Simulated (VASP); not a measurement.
## Sc: single point with BLYP

Crystal: Sc.

```
CELL_PARAMETERS angstrom
3.34078 0.00000 0.00000
-1.67039 2.89320 0.00000
0.00000 0.00000 5.17789
ATOMIC_POSITIONS crystal
Sc 0.66667 0.33333 0.75000
Sc 0.33333 0.66667 0.25000
```

```yaml
Program: VASP 6.6.1
Task: single point
Functional: BLYP
Potentials_or_basis: VASP PAW PBE potentials, release 64 (Sc_sv)
Cutoff: 520 eV
k_mesh: 9 × 9 × 5
Occupations: fermi-dirac, width 0.05 eV
Spin: no spin polarisation
Dipole_correction: no
Further_INCAR_settings: ALGO = Normal; EDIFF = 1e-06; NBANDS = 18
```

```json
{
  "Pressure": "0.0 GPa",
  "Band gap on the k mesh": "zero (bands 11 and 12 overlap by 1.28 eV)"
}
```

Levels at points of the mesh, in eV from the Fermi level:
| k point | band 7 | band 8 | band 9 | band 10 | band 11 | band 12 | band 13 | band 14 | band 15 | band 16 |
| --- | --- | --- | --- | --- | --- | --- | --- | --- | --- | --- |
| (0.00, 0.00, 0.00) | -27.89 | -27.86 | -4.98 | -1.59 | 0.78 | 1.47 | 1.47 | 1.75 | 1.90 | 1.90 |

Wall time 47 s on 1 thread of Intel Xeon 8259CL, with other jobs on the host, peak memory 0.19 GiB.

Caveat: the PAW data sets were made with another functional, which shifts forces and pressure a little.
